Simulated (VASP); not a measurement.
Here is a VASP 6.6.1 calculation.

Contents of INCAR:

```
ALGO = Normal
EDIFF = 1E-6
ENCUT = 520
ISIF = 2
ISMEAR = -1
LASPH = True
LCHARG = False
LREAL = False
LWAVE = False
NBANDS = 18
NELM = 100
PREC = Accurate
SIGMA = 0.1
```

Contents of KPOINTS:

```
k-points
0
Gamma
  8 8 12
```

File POSCAR:

```
Na
1.0
    5.8155689108      0.0000000000      0.0000000000
   -2.9077844554      5.0364304142      0.0000000000
    0.0000000000      0.0000000000      3.4388389685
Na
3
Direct
    1.0000000000      1.0000000000      0.0000000000
    0.3333333333      0.6666666667      0.5000000000
    0.6666666667      0.3333333333      0.5000000000
```

Potentials or basis: VASP PAW LDA potentials, release 64 (Na_pv).

Run with:

```sh
$ cat potpaw_LDA.64/Na_pv/POTCAR > POTCAR
$ mpirun -np 1 vasp_std > vasp.out
```

Problem. What does it give for the pressure?

Solution. 0.0 GPa.

Stress tensor (GPa, compression positive):
```
-0.12  0.00  0.00
 0.00 -0.12  0.00
 0.00  0.00  0.19
```
